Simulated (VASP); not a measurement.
# Ag (Im-3m) in VASP: further runs

Ag is run at these levels: r2SCAN; tasks: relaxation of cell and atoms, single point.

Program: VASP 6.6.1. These are calculated values, not measurements. Logs are shortened: lines on timing, memory, paths and dates and some standing lists are left out, and cuts for length are marked.

**1. The cell of the first run**

It takes space group Im-3m (No. 229, cubic). The conventional cell has a = 3.162 Å, b = 3.162 Å, c = 3.162 Å, α = 90.00°, β = 90.00°, γ = 90.00°. Ag (site symmetry m-3m) has 14 Ag at 2.74 to 3.16 Å within 3.6 Å.

This isn't the form of Ag at room conditions, which is fcc.

**2. Relaxation of cell and atoms, r2SCAN, target pressure 12 GPa, at which the enthalpy is minimised**

Contents of POSCAR:

```
Ag
1.0
   -1.5808032807      1.5808032807      1.5808032807
    1.5808032807     -1.5808032807      1.5808032807
    1.5808032807      1.5808032807     -1.5808032807
Ag
1
Direct
    0.0000000000      0.0000000000      0.0000000000
```

Contents of INCAR.step1:

```
SYSTEM = Ag
PREC     = Accurate       ! precision mode
ENCUT    = 600            ! plane-wave cutoff, eV
ISMEAR   = 0              ! smearing method
SIGMA    = 0.1            ! smearing width, eV
LREAL    = .False.        ! projectors in reciprocal space
LASPH    = .True.         ! aspherical terms in the spheres
NELM     = 100            ! most SCF steps
GGA      = PE             ! functional
ALGO     = Normal         ! electronic algorithm
EDIFF    = 1E-4           ! SCF threshold, eV
LWAVE    = .True.         ! write WAVECAR
LCHARG   = .False.        ! write CHGCAR
```

Contents of INCAR.step2:

```
SYSTEM = Ag
PREC     = Accurate       ! precision mode
ENCUT    = 600            ! plane-wave cutoff, eV
EDIFF    = 1E-6           ! SCF threshold, eV
ISMEAR   = 0              ! smearing method
SIGMA    = 0.1            ! smearing width, eV
LREAL    = .False.        ! projectors in reciprocal space
LASPH    = .True.         ! aspherical terms in the spheres
NELM     = 100            ! most SCF steps
ALGO     = Normal         ! electronic algorithm
ISIF     = 3              ! what is computed and relaxed
LWAVE    = .False.        ! write WAVECAR
LCHARG   = .False.        ! write CHGCAR
METAGGA  = R2SCAN         ! meta-GGA
LMIXTAU  = .True.       
IBRION   = 2              ! ionic algorithm
NSW      = 70             ! ionic steps
EDIFFG   = -0.008         ! ionic threshold
PSTRESS  = 120.0        
ISTART   = 1
```

Contents of KPOINTS:

```
Automatic mesh
0
Gamma
  18 18 18
  0 0 0
```

Potentials or basis: VASP PAW PBE potentials, release 64 (Ag).

On the command line:

```bash
$ cat potpaw_PBE.64/Ag/POTCAR > POTCAR
$ cp INCAR.step1 INCAR
$ mpirun -np 1 vasp_std > vasp.out
$ cp INCAR.step2 INCAR
$ mpirun -np 1 vasp_std > vasp.out
```

OUTCAR:

```text
SYSTEM = Ag
   PREC = Accurate
   ENCUT = 600
   EDIFF = 1E-6
   ISMEAR = 0
   LREAL = .False.
   LASPH = .True.
   NELM = 100
   ISIF = 3
   METAGGA = R2SCAN
   IBRION = 2
   NSW = 70
   EDIFFG = -0.008
   PSTRESS = 120.0
   ISTART = 1

 ion  position               nearest neighbor table
   1  0.000  0.000  0.000-

  LATTYP: Found a body centered cubic cell.
 ALAT       =     3.1616065614

  Lattice vectors:

 A1 = (  -1.5808032807,   1.5808032807,   1.5808032807)
 A2 = (   1.5808032807,  -1.5808032807,   1.5808032807)
 A3 = (   1.5808032807,   1.5808032807,  -1.5808032807)

Analysis of symmetry for initial positions (statically):
=====================================================================
 Subroutine PRICEL returns:
 Original cell was already a primitive cell.

 Routine SETGRP: Setting up the symmetry group for a
 body centered cubic supercell.

 Subroutine GETGRP returns: Found 48 space group operations
 (whereof 48 operations were pure point group operations)
 out of a pool of 48 trial point group operations.

The static configuration has the point symmetry O_h .

Analysis of symmetry for dynamics (positions and initial velocities):
=====================================================================
 Subroutine PRICEL returns:
 Original cell was already a primitive cell.

 Routine SETGRP: Setting up the symmetry group for a
 body centered cubic supercell.

 Subroutine GETGRP returns: Found 48 space group operations
 (whereof 48 operations were pure point group operations)
 out of a pool of 48 trial point group operations.

The dynamic configuration has the point symmetry O_h .

 Subroutine INISYM returns: Found 48 space group operations
 (whereof 48 operations are pure point group operations),
 and found     1 'primitive' translations

----------------------------------------------------------------------------------------

                                     Primitive cell

  volume of cell :      15.8013

  direct lattice vectors                    reciprocal lattice vectors
    -1.580803281  1.580803281  1.580803281     0.000000000  0.316294890  0.316294890
     1.580803281 -1.580803281  1.580803281     0.316294890  0.000000000  0.316294890
     1.580803281  1.580803281 -1.580803281     0.316294890  0.316294890  0.000000000

  length of vectors
     2.738031599  2.738031599  2.738031599     0.447308523  0.447308523  0.447308523

  position of ions in fractional coordinates (direct lattice)
     0.000000000  0.000000000  0.000000000

  ion indices of the primitive-cell ions
   primitive index   ion index
                 1           1

----------------------------------------------------------------------------------------

 KPOINTS: Automatic mesh

Automatic generation of k-mesh.
 Grid dimensions read from file:
 generate k-points for:   18   18   18

 Generating k-lattice:

  Cartesian coordinates                     Fractional coordinates (reciprocal lattice)
     0.000000000  0.017571938  0.017571938     0.055555556  0.000000000  0.000000000
     0.017571938  0.000000000  0.017571938     0.000000000  0.055555556  0.000000000
     0.017571938  0.017571938  0.000000000     0.000000000  0.000000000  0.055555556

  Length of vectors
     0.024850474  0.024850474  0.024850474

  Shift w.r.t. Gamma in fractional coordinates (k-lattice)
     0.000000000  0.000000000  0.000000000

 Subroutine IBZKPT returns following result:
 ===========================================

 Found    195 irreducible k-points:

 Following reciprocal coordinates:
            Coordinates               Weight
  0.000000  0.000000  0.000000      1.000000
  0.055556  0.000000  0.000000     12.000000
  0.111111  0.000000  0.000000     12.000000
  0.166667  0.000000  0.000000     12.000000
  0.222222  0.000000  0.000000     12.000000
  0.277778  0.000000  0.000000     12.000000
[... 16 lines left out ...]
  0.333333  0.111111  0.000000     48.000000
  0.388889  0.111111  0.000000     48.000000
 [... further k-points ...]
   k-points           NKPTS =    195   k-points in BZ     NKDIM =    195   number of bands    NBANDS=      9
   number of dos      NEDOS =    301   number of ions     NIONS =      1
   total plane-waves  NPLWV =  13824
   dimension x,y,z NGX =    24 NGY =   24 NGZ =   24
   dimension x,y,z NGXF=    48 NGYF=   48 NGZF=   48
   ions per type =               1
   NGX,Y,Z   is equivalent  to a cutoff of  14.57, 14.57, 14.57 a.u.
   NGXF,Y,Z  is equivalent  to a cutoff of  29.14, 29.14, 29.14 a.u.
 SYSTEM =  Ag
   PREC   = accura    normal or accurate (medium, high low for compatibility)
   ISTART =      1    job   : 0-new  1-cont  2-samecut
   ICHARG =      0    charge: 1-file 2-atom 10-const
   ISPIN  =      1    spin polarized calculation?
   LNONCOLLINEAR =      F non collinear calculations
   LSORBIT =      F    spin-orbit coupling
   LASPH  =      T    aspherical Exc in radial PAW
   ENCUT  =  600.0 eV  44.10 Ry    6.64 a.u.   5.47  5.47  5.47*2*pi/ulx,y,z
   NELM   =    100;   NELMIN=  2; NELMDL=  0     # of ELM steps
   EDIFF  = 0.1E-05   stopping-criterion for ELM
   LREAL  =      F    real-space projection
   EDIFFG = -.8E-02   stopping-criterion for IOM
   NSW    =     70    number of steps for IOM
   IBRION =      2    ionic relax: 0-MD 1-quasi-New 2-CG
   NFREE  =      1    steps in history (QN), initial steepest desc. (CG)
   ISIF   =      3    stress and relaxation
   ISYM   =      2    0-nonsym 1-usesym 2-fastsym
   POTIM  = 0.5000    time-step for ionic-motion
   TEBEG  =    0.0;   TEEND  =   0.0 temperature during run
   PSTRESS=  120.0 pullay stress
   NELECT =      11.0000    total number of electrons
   NUPDOWN=      -1.0000    fix difference up-down
   EMIN   =  10.00;   EMAX   =-10.00  energy-range for DOS
   EFERMI =   0.00;   METHOD = LEGACY
   ISMEAR =     0;   SIGMA  =   0.10  broadening in eV -4-tet -1-fermi 0-gaus
   EFERMI_NEDOS =   21; number of points for ismear=-14 and -15
   IALGO  =     38    algorithm
   IMIX   =      4    mixing-type and parameters
     AMIX     =   0.40;   BMIX     =  1.00
     AMIX_MAG =   1.60;   BMIX_MAG =  1.00
  volume/ion in A,a.u.               =      15.80       106.63
  Fermi-wavevector in a.u.,A,eV,Ry     =   1.450913  2.741827 28.642266  2.105147
  Thomas-Fermi vector in A             =   2.568470
   LORBIT       =      0    0 simple, 1 ext, 2 COOP (PROOUT), +10 PAW based schemes
   METAGGA = R2SCAN    functional components
   LHFCALC =     F    Hartree Fock is set to
   AEXX    =    0.0000 exact exchange contribution
   IVDW    =     0    specifies the selected vdW correction
   LEPSILON=     F    determine dielectric tensor
   LRPA    =     F    only Hartree local field effects (RPA)
 conjugate gradient relaxation of ions
 non-spin polarized calculation
 Gauss-broadening in eV      SIGMA  =   0.10
  energy-cutoff  :      600.00
  volume of cell :       15.80
 maximum number of plane-waves:       543
 NGX is ok and might be reduce to    24
   NGX = 11   NGY = 11   NGZ = 11

--------------------------------------- Ionic step        1  -------------------------------------------

 number of electron      11.0000003 magnetization

 Free energy of the ion-electron system (eV)
  ---------------------------------------------------
  ext. energy  EPLUGINS =         0.00000000
  ---------------------------------------------------
  free energy    TOTEN  =       -21.25726732 eV

  energy without entropy =      -21.25440396  energy(sigma->0) =      -21.25583564

------------------------ aborting loop because EDIFF is reached ----------------------------------------

  FORCE on cell =-STRESS in cart. coord.  units (eV):
  Direction    XX          YY          ZZ          XY          YZ          ZX
  --------------------------------------------------------------------------------------
  -------------------------------------------------------------------------------------
  Total        1.3090164      1.3090164      1.3090164      0.0000000      0.0000000     -0.0000000
  in kB      132.7278936    132.7278936    132.7278936      0.0000000      0.0000000     -0.0000000
  external PRESSURE =      12.7278936 kB  Pullay stress =     120.0000000 kB

 VOLUME and BASIS-vectors are now :
 -----------------------------------------------------------------------------
  energy-cutoff  :      600.00
  volume of cell :       15.80
      direct lattice vectors                 reciprocal lattice vectors
    -1.580803281  1.580803281  1.580803281     0.000000000  0.316294890  0.316294890
     1.580803281 -1.580803281  1.580803281     0.316294890  0.000000000  0.316294890
     1.580803281  1.580803281 -1.580803281     0.316294890  0.316294890  0.000000000
[... 44 lines left out ...]
  FREE ENERGIE OF THE ION-ELECTRON SYSTEM (eV)
  ---------------------------------------------------
  free  energy   TOTEN  =       -21.2784322414 eV

  energy  without entropy=      -21.2755746485  energy(sigma->0) =      -21.27700344

  enthalpy is  TOTEN    =       -20.0733121365 eV   P V=        1.2051201049

--------------------------------------- Ionic step        3  -------------------------------------------

 number of electron      11.0000002 magnetization

 Free energy of the ion-electron system (eV)
  ---------------------------------------------------
  ext. energy  EPLUGINS =         0.00000000
  ---------------------------------------------------
  free energy    TOTEN  =       -21.26653190 eV

  energy without entropy =      -21.26367698  energy(sigma->0) =      -21.26510444

 E-fermi :   9.4469     XC(G=0): -13.4551

 val. band max:        9.4395706179   @ k =  -0.3889   0.4444   0.1111
 cond. band min:       9.4544373533   @ k =   0.2778   0.1667   0.0556
 fundamental gap:      0.0148667354
 Fermi energy:         9.4469478117

 k-point     1 :       0.0000    0.0000    0.0000
  band No.  band energies     occupation
      1       0.9259      2.00000
      2       3.8786      2.00000
      3       3.8786      2.00000
      4       3.8786      2.00000
      5       5.3986      2.00000
      6       5.3986      2.00000
      7      28.4082      0.00000
      8      28.4082      0.00000
      9      28.4082      0.00000

 k-point     2 :       0.0556    0.0000    0.0000
  band No.  band energies     occupation
      1       1.0379      2.00000
      2       3.8491      2.00000
      3       3.8830      2.00000
      4       3.9460      2.00000
      5       5.3655      2.00000
      6       5.4007      2.00000
      7      28.1811      0.00000
      8      28.3892      0.00000
      9      28.4994      0.00000
[... 253 lines left out ...]
 k-point    24 :       0.3889    0.1111    0.0000
  band No.  band energies     occupation
      1       2.4297      2.00000
      2       3.0765      2.00000
      3       5.2031      2.00000
      4       5.3359      2.00000
      5       6.0576      2.00000
      6       9.5407      0.18496
      7      15.1237      0.00000
      8      22.4235      0.00000
      9      24.7505      0.00000

 [... further k-points ...]
[... 5 lines left out ...]
  --------------------------------------------------------------------------------------
  -------------------------------------------------------------------------------------
  Total        1.1962872      1.1962872      1.1962872      0.0000000     -0.0000000      0.0000000
  in kB      120.4014916    120.4014916    120.4014916      0.0000000     -0.0000000      0.0000000
  external PRESSURE =       0.4014916 kB  Pullay stress =     120.0000000 kB

 VOLUME and BASIS-vectors are now :
 -----------------------------------------------------------------------------
  energy-cutoff  :      600.00
  volume of cell :       15.92
      direct lattice vectors                 reciprocal lattice vectors
    -1.584715829  1.584715829  1.584715829     0.000000000  0.315513981  0.315513981
     1.584715829 -1.584715829  1.584715829     0.315513981  0.000000000  0.315513981
     1.584715829  1.584715829 -1.584715829     0.315513981  0.315513981  0.000000000

 POSITION                                       TOTAL-FORCE (eV/Angst)
 -----------------------------------------------------------------------------------
      0.00000      0.00000      0.00000         0.000000      0.000000     -0.000000
 -----------------------------------------------------------------------------------
    total drift:                                0.000000      0.000000     -0.000000

  FREE ENERGIE OF THE ION-ELECTRON SYSTEM (eV)
  ---------------------------------------------------
  free  energy   TOTEN  =       -21.2665318962 eV

  energy  without entropy=      -21.2636769802  energy(sigma->0) =      -21.26510444

  enthalpy is  TOTEN    =       -20.0742338208 eV   P V=        1.1922980755

 reached required accuracy - stopping structural energy minimisation
```

Wall time 3 min (1 thread of Intel Xeon Platinum 8488C (Sapphire Rapids), shared host); peak memory 0.18 GiB.

Results:

```yaml
Free_energy: -21.2665 eV
Relaxed_volume: 15.92 Å³/atom
Relaxed_cell: a = 2.745 Å, b = 2.745 Å, c = 2.745 Å, α = 109.47°, β = 109.47°, γ = 109.47°
Space_group_after_relaxing_to_0.1_Å: Im-3m (No. 229)
Energy_change_on_relaxing_the_run_minimises_the_enthalpy: -9.3 meV/atom
Ionic_steps: 3
Pressure_after_relaxing: 12.0 GPa
Band_gap_on_the_k_mesh: zero (an odd number of electrons rules out a gap without spin polarisation)
```

The path:
| step | energy change (eV) | largest force (eV/Å) | pressure (GPa) | volume (Å³) |
| --- | --- | --- | --- | --- |
| 1 | 0.0000 | 0.0000 | 13.27 | 15.80 |
| 2 | -0.0212 | 0.0000 | 10.30 | 16.09 |
| 3 | -0.0093 | 0.0000 | 12.04 | 15.92 |

Final structure:
```yaml
crystal:
  lattice:
    - [-1.58472, 1.58472, 1.58472]
    - [1.58472, -1.58472, 1.58472]
    - [1.58472, 1.58472, -1.58472]
  atoms:
    - { symbol: Ag, position: [0.00000, 0.00000, 0.00000] }
```

Levels at points of the mesh, in eV from the Fermi level:
```csv
k point,band 2,band 3,band 4,band 5,band 6,band 7,band 8,band 9
"(0.00, 0.00, 0.00)",-5.57,-5.57,-5.57,-4.05,-4.05,18.96,18.96,18.96
"(0.50, 0.00, 0.00)",-6.47,-4.10,-3.90,-2.86,-0.20,4.72,14.15,15.80
"(0.50, 0.50, 0.50)",-7.25,-3.15,-3.15,-3.15,7.46,7.46,7.46,14.41
```

Caveat: the cell is relaxed towards a set pressure, so the run minimises the enthalpy, not the energy; the PAW data sets were made with another functional, which shifts forces and pressure a little.

[end of part 1 of 2]
